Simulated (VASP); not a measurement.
Input of a VASP 6.6.1 run:

File INCAR:

```
ALGO     = Normal         # electronic algorithm
EDIFF    = 1E-6           # SCF threshold, eV
ENCUT    = 520            # plane-wave cutoff, eV
GGA      = PE             # functional
ISIF     = 2              # what is computed and relaxed
ISMEAR   = 0              # smearing method
LASPH    = T              # aspherical terms in the spheres
LCHARG   = F              # write CHGCAR
LREAL    = F              # projectors in reciprocal space
LWAVE    = F              # write WAVECAR
NBANDS   = 33             # bands
NELM     = 80             # most SCF steps
PREC     = Accurate       # precision mode
SIGMA    = 0.1            # smearing width, eV
```

KPOINTS

```
k-points
0
Gamma
  4 4 4
```

File POSCAR:

```
HfSnTeS3
1.0
   -2.5009525700      3.8066425900      4.0666118100
    2.5009525700     -3.8066425900      4.0666118100
    2.5009525700      3.8066425900     -4.0666118100
Hf Sn Te S
1 1 1 3
Direct
    0.5000000000      0.5000000000      0.0000000000
    0.5000000000      0.0000000000      0.5000000000
    0.0000000000      0.0000000000      0.0000000000
    0.7790868800      0.7790868800      0.0000000000
    0.2209131200      0.2209131200      0.0000000000
    0.0000000000      0.5000000000      0.5000000000
```

Potentials or basis: VASP PAW PBE potentials, release 64 (Hf_pv, Sn_d, Te, S).

Launch:

```bash
$ cat potpaw_PBE.64/Hf_pv/POTCAR potpaw_PBE.64/Sn_d/POTCAR potpaw_PBE.64/Te/POTCAR potpaw_PBE.64/S/POTCAR > POTCAR
$ mpirun -np 1 vasp_std > vasp.out
```

(1) Estimate the pressure.

(2) Predict the largest force.

(3) Predict the band gap on the k mesh.

## Answers

(1) 45.1 GPa.

(2) 25.010 eV/Å.

(3) zero (band 24 reaches 6.00 eV, above the bottom of band 25 at 4.73 eV).

Caveat: the k points lie up to 0.38 Å⁻¹ apart; spin-orbit coupling is left out, which moves the levels of the heavy elements; forces of over 1 eV/Å act on the atoms, so gaps and moduli don't describe the material at rest.
